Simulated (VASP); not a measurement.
# CdS in VASP: further runs, part 2 of 2

VASP 6.6.1. The steps go on from the part before.

## (5) Single point, PBE (epitaxial xy strain -0.5%)

INCAR

```
SYSTEM = CdS
ALGO     = Normal         ! electronic algorithm
EDIFF    = 1E-6           ! SCF threshold, eV
ENCUT    = 520            ! plane-wave cutoff, eV
GGA      = PE             ! functional
ISIF     = 2              ! what is computed and relaxed
ISMEAR   = -1             ! smearing method
LASPH    = .True.         ! aspherical terms in the spheres
LCHARG   = .True.         ! write CHGCAR
LELF     = .True.         ! ELF
LREAL    = .False.        ! projectors in reciprocal space
LVHAR    = .True.       
LWAVE    = .False.        ! write WAVECAR
NBANDS   = 16             ! bands
NELM     = 100            ! most SCF steps
PREC     = Accurate       ! precision mode
SIGMA    = 0.02           ! smearing width, eV
```

KPOINTS

```
k-points
0
Gamma
  8 8 8
  0 0 0
```

POSCAR

```
CdS
1.0
    0.0000000000      2.9254005319      2.9589686818
    2.9254005319      0.0000000000      2.9589686818
    2.9254005319      2.9254005319      0.0000000000
Cd S
1 1
Direct
    0.0000000000      0.0000000000      0.0000000000
    0.2500000000      0.2500000000      0.2500000000
```

Potentials or basis: VASP PAW PBE potentials, release 64 (Cd, S).

Launch:

```console
> cat potpaw_PBE.64/Cd/POTCAR potpaw_PBE.64/S/POTCAR > POTCAR
> mpirun -np 1 vasp_std > vasp.out
```

OUTCAR:

```text
SYSTEM = CdS
   EDIFF = 1E-6
   ENCUT = 520
   GGA = PE
   ISIF = 2
   ISMEAR = -1
   LASPH = .True.
   LREAL = .False.
   NELM = 100
   PREC = Accurate

 ion  position               nearest neighbor table
   1  0.000  0.000  0.000-   2 2.54   2 2.54   2 2.54   2 2.54
   2  0.250  0.250  0.250-   1 2.54   1 2.54   1 2.54   1 2.54

  LATTYP: Found a body centered tetragonal cell.
 ALAT       =     4.1371411076
 C/A-ratio  =     1.4304412660

  Lattice vectors:

 A1 = (  -2.9254005319,   0.0000000000,   2.9589686818)
 A2 = (   2.9254005319,   0.0000000000,   2.9589686818)
 A3 = (   0.0000000000,   2.9254005319,  -2.9589686818)

Analysis of symmetry for initial positions (statically):
=====================================================================
 Subroutine PRICEL returns:
 Original cell was already a primitive cell.

 Routine SETGRP: Setting up the symmetry group for a
 body centered tetragonal supercell.

 Subroutine GETGRP returns: Found  8 space group operations
 (whereof  8 operations were pure point group operations)
 out of a pool of 16 trial point group operations.

The static configuration has the point symmetry D_2d.

Analysis of symmetry for dynamics (positions and initial velocities):
[... 160 lines left out ...]
 val. band max:        1.1514073380   @ k =   0.0000   0.0000   0.0000
 cond. band min:       2.2441692619   @ k =   0.0000   0.0000   0.0000
 fundamental gap:      1.0927619238
 Fermi energy:         1.5484228419

 k-point     1 :       0.0000    0.0000    0.0000
  band No.  band energies     occupation
      1     -11.1051      2.00000
      2      -6.5200      2.00000
      3      -6.5131      2.00000
      4      -6.5131      2.00000
      5      -6.0654      2.00000
      6      -6.0613      2.00000
[... 433 lines left out ...]
      3      -6.3835      2.00000
      4      -6.1339      2.00000
      5      -6.0257      2.00000
      6      -5.9724      2.00000
[... 8 lines left out ...]
     15      13.0751      0.00000
     16      13.2808      0.00000

 [... further k-points ...]

------------------------ aborting loop because EDIFF is reached ----------------------------------------

  FORCE on cell =-STRESS in cart. coord.  units (eV):
  Direction    XX          YY          ZZ          XY          YZ          ZX
  --------------------------------------------------------------------------------------
  -------------------------------------------------------------------------------------
  Total        0.6137243      0.6137243      0.5483357      0.0000000     -0.0000000     -0.0000000
  in kB       19.4152438     19.4152438     17.3466669      0.0000000     -0.0000000     -0.0000000
  external PRESSURE =      18.7257182 kB  Pullay stress =       0.0000000 kB

 VOLUME and BASIS-vectors are now :
 -----------------------------------------------------------------------------
  energy-cutoff  :      520.00
  volume of cell :       50.65
      direct lattice vectors                 reciprocal lattice vectors
     0.000000000  2.925400532  2.958968682    -0.170916767  0.170916767  0.168977794
     2.925400532  0.000000000  2.958968682     0.170916767 -0.170916767  0.168977794
     2.925400532  2.925400532  0.000000000     0.170916767  0.170916767 -0.168977794

 POSITION                                       TOTAL-FORCE (eV/Angst)
 -----------------------------------------------------------------------------------
      0.00000      0.00000      0.00000         0.000000      0.000000      0.000000
      1.46270      1.46270      1.47948        -0.000000     -0.000000      0.000000
 -----------------------------------------------------------------------------------
    total drift:                               -0.000000     -0.000000     -0.000000

  FREE ENERGIE OF THE ION-ELECTRON SYSTEM (eV)
  ---------------------------------------------------
  free  energy   TOTEN  =        -6.1374478415 eV

  energy  without entropy=       -6.1374478415  energy(sigma->0) =       -6.13744784
```

OSZICAR:

```text
N       E                     dE             d eps       ncg     rms          rms(c)
DAV:   1     0.109632703452E+03    0.10963E+03   -0.90018E+03  1920   0.103E+03
DAV:   2    -0.241796206974E+01   -0.11205E+03   -0.10606E+03  2304   0.255E+02
DAV:   3    -0.665882268732E+01   -0.42409E+01   -0.42333E+01  2392   0.516E+01
DAV:   4    -0.668463436449E+01   -0.25812E-01   -0.25810E-01  2408   0.393E+00
DAV:   5    -0.668499328746E+01   -0.35892E-03   -0.35892E-03  2392   0.436E-01    0.776E+00
DAV:   6    -0.615566380672E+01    0.52933E+00   -0.84862E-01  2768   0.114E+01    0.629E+00
DAV:   7    -0.613704409398E+01    0.18620E-01   -0.19251E-01  2392   0.300E+00    0.309E+00
DAV:   8    -0.613730326458E+01   -0.25917E-03   -0.17287E-02  2216   0.165E+00    0.293E-01
DAV:   9    -0.613723967099E+01    0.63594E-04   -0.20120E-03  2376   0.652E-01    0.588E-02
DAV:  10    -0.613737012216E+01   -0.13045E-03   -0.24329E-04  2344   0.155E-01    0.687E-02
DAV:  11    -0.613745503650E+01   -0.84914E-04   -0.13670E-04  2232   0.910E-02    0.241E-02
DAV:  12    -0.613744688405E+01    0.81525E-05   -0.24298E-05  2552   0.627E-02    0.999E-03
DAV:  13    -0.613744812551E+01   -0.12415E-05   -0.38562E-06  2304   0.115E-02    0.951E-03
DAV:  14    -0.613744784155E+01    0.28397E-06   -0.26491E-07  1904   0.317E-03
   1 F= -.61374478E+01 E0= -.61374478E+01  d E =-.872471E-11
```

stdout:

```text
POSCAR found type information on POSCAR CdS
 POSCAR found :  2 types and       2 ions
 scaLAPACK will be used
 LDA part: xc-table for (Slater+PW92), standard interpolation
 POSCAR, INCAR and KPOINTS ok, starting setup
 FFT: planning ... GRIDC
 FFT: planning ... GRID_SOFT
 FFT: planning ... GRID
 WAVECAR not read
 entering main loop
```

Run time: 38 s. Hardware: 1 thread of Intel Xeon Platinum 8259CL at 2.50GHz (Skylake/Cascade Lake), shared host; peak memory 0.2 GiB.

What came out:

```yaml
Free_energy: -6.1374 eV
Pressure: 1.9 GPa
Band_gap_on_the_k_mesh: 1.09 eV, direct
```

Stress tensor (GPa, compression positive):
```
1.94 0.00 0.00
0.00 1.94 0.00
0.00 0.00 1.73
```

Caveat: the cell differs from its parent crystal (epitaxial xy strain -0.5%).

## (6) The runs side by side

| level | cell | k mesh | smearing | grid for exact exchange (PRECFOCK) | screening parameter | gap on the mesh (eV) | pressure (GPa) |
| --- | --- | --- | --- | --- | --- | --- | --- |
| HSE06 | a = 4.161, b = 4.161, c = 4.137 Å, angles 60.2, 60.2, 59.6°, 2 atoms | 6 × 6 × 6 | gaussian 0.01 eV | Normal | 0.2079 1/Å | 2.11 | 0.7 |
| r2SCAN | a = 4.161, b = 4.161, c = 4.137 Å, angles 60.2, 60.2, 59.6°, 2 atoms | 8 × 8 × 8 | gaussian 0.01 eV | - | - | 1.53 | 0.5 |
| PBE | a = 4.157, b = 4.157, c = 4.089 Å, angles 60.5, 60.5, 61.1°, 2 atoms | 8 × 8 × 8 | fermi-dirac 0.02 eV | - | - | 1.03 | 1.7 |
| PBE | a = 4.161, b = 4.161, c = 4.137 Å, angles 60.2, 60.2, 59.6°, 2 atoms | 8 × 8 × 8 | fermi-dirac 0.02 eV | - | - | 1.09 | 1.9 |

Alike in all rows: task single point; potentials or basis VASP PAW PBE potentials, release 64 (Cd, S); no spin polarisation; cutoff (eV) 520.

Caveats: the PAW data sets were made with another functional, which shifts forces and pressure a little (some runs).

Total energies depend on the potentials used, so only differences within one code and one set of settings carry meaning.
